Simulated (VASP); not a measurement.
# SnSe (CsCl type) (Pm-3m) in VASP: a series of runs, part 2 of 2

VASP 6.6.1. The steps go on from the part before.

**3. Single point, PBE (19.94 Å³/atom)**

This run uses another cell than the first one, of 19.94 Å³/atom.

INCAR

```
  PREC = Accurate
  ENCUT = 520
  EDIFF = 1E-7
  ISMEAR = -1
  SIGMA = 0.08
  LREAL = F
  LASPH = T
  NELM = 100
  ALGO = Normal
  ISIF = 2
  LWAVE = F
  LCHARG = F
  GGA = PE
  NBANDS = 17
```

KPOINTS

```
regular mesh
0
Gamma
  14 14 14
```

POSCAR

```
SnSe
1.0
    3.4166704502      0.0000000000      0.0000000000
    0.0000000000      3.4166704502      0.0000000000
    0.0000000000      0.0000000000      3.4166704502
Sn Se
1 1
Direct
    0.0000000000      0.0000000000      0.0000000000
    0.5000000000      0.5000000000      0.5000000000
```

Potentials or basis: VASP PAW PBE potentials, release 64 (Sn_d, Se).

Launch:

```
$ cat potpaw_PBE.64/Sn_d/POTCAR potpaw_PBE.64/Se/POTCAR > POTCAR
$ mpirun -np 1 vasp_std > vasp.out
```

OUTCAR:

```text
PREC = Accurate
   ENCUT = 520
   EDIFF = 1E-7
   ISMEAR = -1
   LREAL = F
   LASPH = T
   NELM = 100
   ISIF = 2
   GGA = PE

 ion  position               nearest neighbor table
   1  0.000  0.000  0.000-   2 2.96   2 2.96   2 2.96   2 2.96   2 2.96   2 2.96   2 2.96   2 2.96

   2  0.500  0.500  0.500-   1 2.96   1 2.96   1 2.96   1 2.96   1 2.96   1 2.96   1 2.96   1 2.96

  LATTYP: Found a simple cubic cell.
 ALAT       =     3.4166704502

  Lattice vectors:

 A1 = (   3.4166704502,   0.0000000000,   0.0000000000)
 A2 = (   0.0000000000,   3.4166704502,   0.0000000000)
 A3 = (   0.0000000000,   0.0000000000,   3.4166704502)

Analysis of symmetry for initial positions (statically):
=====================================================================
 Subroutine PRICEL returns:
 Original cell was already a primitive cell.

 Routine SETGRP: Setting up the symmetry group for a
 simple cubic supercell.

 Subroutine GETGRP returns: Found 48 space group operations
 (whereof 48 operations were pure point group operations)
 out of a pool of 48 trial point group operations.

[... 159 lines left out ...]

  energy without entropy =       -7.25867313  energy(sigma->0) =       -7.26733810

 E-fermi :   9.2563     XC(G=0): -11.2564

 val. band max:        9.2183944790   @ k =   0.2857   0.2143   0.0000
 cond. band min:       9.2575935081   @ k =   0.2857   0.1429   0.0000
 fundamental gap:      0.0391990291
 Fermi energy:         9.2562697829

 k-point     1 :       0.0000    0.0000    0.0000
  band No.  band energies     occupation
      1     -12.5946      2.00000
      2     -12.5946      2.00000
      3     -12.4458      2.00000
      4     -12.4458      2.00000
      5     -12.4458      2.00000
      6      -6.4154      2.00000
[... 457 lines left out ...]
      4     -12.4706      2.00000
      5     -12.4591      2.00000
      6      -4.8639      2.00000
[... 9 lines left out ...]
     16      19.5433      0.00000
     17      20.7480      0.00000

 [... further k-points ...]

------------------------ aborting loop because EDIFF is reached ----------------------------------------

  FORCE on cell =-STRESS in cart. coord.  units (eV):
  Direction    XX          YY          ZZ          XY          YZ          ZX
  --------------------------------------------------------------------------------------
  -------------------------------------------------------------------------------------
  Total        4.4118373      4.4118373      4.4118373     -0.0000000     -0.0000000      0.0000000
  in kB      177.2232903    177.2232903    177.2232903     -0.0000000     -0.0000000      0.0000000
  external PRESSURE =     177.2232903 kB  Pullay stress =       0.0000000 kB

 VOLUME and BASIS-vectors are now :
 -----------------------------------------------------------------------------
  energy-cutoff  :      520.00
  volume of cell :       39.88
      direct lattice vectors                 reciprocal lattice vectors
     3.416670450  0.000000000  0.000000000     0.292682603  0.000000000  0.000000000
     0.000000000  3.416670450  0.000000000     0.000000000  0.292682603  0.000000000
     0.000000000  0.000000000  3.416670450     0.000000000  0.000000000  0.292682603

 POSITION                                       TOTAL-FORCE (eV/Angst)
 -----------------------------------------------------------------------------------
      0.00000      0.00000      0.00000         0.000000      0.000000      0.000000
      1.70834      1.70834      1.70834         0.000000      0.000000      0.000000
 -----------------------------------------------------------------------------------
    total drift:                                0.000000      0.000000     -0.000000

  FREE ENERGIE OF THE ION-ELECTRON SYSTEM (eV)
  ---------------------------------------------------
  free  energy   TOTEN  =        -7.2760030760 eV

  energy  without entropy=       -7.2586731338  energy(sigma->0) =       -7.26733810
```

OSZICAR:

```text
N       E                     dE             d eps       ncg     rms          rms(c)
DAV:   1     0.133316978471E+03    0.13332E+03   -0.99387E+03  4222   0.162E+03
DAV:   2     0.379714477773E+01   -0.12952E+03   -0.12541E+03  4394   0.370E+02
DAV:   3    -0.716914693293E+01   -0.10966E+02   -0.10821E+02  5115   0.899E+01
DAV:   4    -0.740596287676E+01   -0.23682E+00   -0.23624E+00  4876   0.135E+01
DAV:   5    -0.741170297075E+01   -0.57401E-02   -0.57396E-02  5618   0.211E+00    0.405E+00
DAV:   6    -0.728440871777E+01    0.12729E+00   -0.23214E-01  6270   0.424E+00    0.248E+00
DAV:   7    -0.727692179892E+01    0.74869E-02   -0.46422E-02  5425   0.133E+00    0.101E+00
DAV:   8    -0.727602535530E+01    0.89644E-03   -0.45967E-03  5262   0.652E-01    0.635E-02
DAV:   9    -0.727600248636E+01    0.22869E-04   -0.36513E-04  5615   0.214E-01    0.380E-02
DAV:  10    -0.727600201107E+01    0.47529E-06   -0.38884E-05  4946   0.452E-02    0.116E-02
DAV:  11    -0.727600310157E+01   -0.10905E-05   -0.44951E-06  5199   0.212E-02    0.405E-03
DAV:  12    -0.727600307598E+01    0.25589E-07   -0.51734E-07  5142   0.107E-02
   1 F= -.72760031E+01 E0= -.72673381E+01  d E =-.173299E-01
```

stdout:

```text
POSCAR found type information on POSCAR SnSe
 POSCAR found :  2 types and       2 ions
 scaLAPACK will be used
 LDA part: xc-table for (Slater+PW92), standard interpolation
 POSCAR, INCAR and KPOINTS ok, starting setup
 FFT: planning ... GRIDC
 FFT: planning ... GRID_SOFT
 FFT: planning ... GRID
 WAVECAR not read
 entering main loop
```

Run time: 31 s. Hardware: 1 thread of AMD EPYC 9R45 (Zen 5), shared host; peak memory 0.19 GiB.

What came out:

* Free energy: -7.2760 eV
* Pressure: 17.7 GPa
* Band gap on the k mesh: zero (bands 10 and 11 overlap by 2.66 eV)

Levels at points of the mesh, in eV from the Fermi level:
```tsv
k point	band 8	band 9	band 10	band 11	band 12	band 13
(0.00, 0.00, 0.00)	-2.75	-2.75	-2.75	3.68	3.68	7.60
(0.50, 0.00, 0.00)	-1.04	-1.04	0.01	1.12	3.19	3.19
(0.50, 0.50, 0.00)	-6.74	-6.58	-0.52	4.71	4.71	5.68
(0.50, 0.50, 0.50)	-4.23	-4.23	-4.09	-2.07	-2.07	-2.07
```

Caveat: the cell stands under pressure; spin-orbit coupling is left out, which moves the levels of the heavy elements.

**4. Single point, PBE (19.94 Å³/atom)**

This run uses another cell than the first one, of 19.94 Å³/atom.

INCAR

```
SYSTEM = SnSe
  PREC = Accurate
  ENCUT = 520
  EDIFF = 1E-6
  ISMEAR = -1
  SIGMA = 0.08
  LREAL = .FALSE.
  LASPH = .TRUE.
  NELM = 60
  ALGO = Normal
  ISIF = 2
  LWAVE = .FALSE.
  LCHARG = .FALSE.
  GGA = PE
  NBANDS = 17
```

KPOINTS

```
Automatic mesh
0
G
  14 14 14
  0 0 0
```

POSCAR is that of step 3.

Launch:

```
$ cat potpaw_PBE.64/Sn_d/POTCAR potpaw_PBE.64/Se/POTCAR > POTCAR
$ mpirun -np 1 vasp_std > vasp.out
```

Run time: 30 s. Hardware: 1 thread of AMD EPYC 9R45 (Zen 5), shared host; peak memory 0.19 GiB.

It converged, with:

```yaml
Free_energy: -7.2760 eV
Pressure: 17.7 GPa
Band_gap_on_the_k_mesh: zero (bands 10 and 11 overlap by 2.66 eV)
```

Levels at points of the mesh, in eV from the Fermi level:
```tsv
k point	band 8	band 9	band 10	band 11	band 12	band 13
(0.00, 0.00, 0.00)	-2.75	-2.75	-2.75	3.68	3.68	7.60
(0.50, 0.00, 0.00)	-1.04	-1.04	0.01	1.12	3.19	3.19
(0.50, 0.50, 0.00)	-6.74	-6.58	-0.52	4.71	4.71	5.68
(0.50, 0.50, 0.50)	-4.23	-4.23	-4.09	-2.07	-2.07	-2.07
```

Caveat: the cell stands under pressure; spin-orbit coupling is left out, which moves the levels of the heavy elements.
